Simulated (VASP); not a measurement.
A run of VASP 6.6.1 is set up as follows.

Contents of INCAR:

```
ALGO     = Normal         # electronic algorithm
EDIFF    = 1E-6           # SCF threshold, eV
ENCUT    = 520            # plane-wave cutoff, eV
GGA      = PS             # functional
ISIF     = 2              # what is computed and relaxed
ISMEAR   = -1             # smearing method
ISPIN    = 2              # spin polarisation
LASPH    = True           # aspherical terms in the spheres
LCHARG   = True           # write CHGCAR
LELF     = True           # ELF
LMAXMIX  = 6              # l up to which the mixer works
LORBIT   = 11             # projections on sites
LREAL    = False          # projectors in reciprocal space
LVHAR    = True         
LWAVE    = False          # write WAVECAR
MAGMOM   = 1 1            # initial moments
NBANDS   = 35             # bands
NELM     = 150            # most SCF steps
PREC     = Accurate       # precision mode
SIGMA    = 0.05           # smearing width, eV
```

Contents of KPOINTS:

```
k-points
0
Gamma
  8 8 4
```

Contents of POSCAR:

```
Yb
1.0
    3.9309571709      0.0000000000      0.0000000000
   -1.9654785854      3.4043087711      0.0000000000
    0.0000000000      0.0000000000      6.4699346369
Yb
2
Direct
    0.6666666667      0.3333333333      0.7500000000
    0.3333333333      0.6666666667      0.2500000000
```

Potentials or basis: VASP PAW PBE potentials, release 64 (Yb).

Launch:

```bash
$ cat potpaw_PBE.64/Yb/POTCAR > POTCAR
$ mpirun -np 1 vasp_std > vasp.out
```

(1) Predict the net moment.

(2) What does it give for the band gap on the k mesh?

(3) Predict the pressure.

Results:

(1) 0.00 μB per cell.

(2) zero (filled and empty bands overlap).

(3) -6.0 GPa.

Caveat: the cell stands under tension; the PAW data sets were made with another functional, which shifts forces and pressure a little; spin-orbit coupling is left out, which moves the levels of the heavy elements.
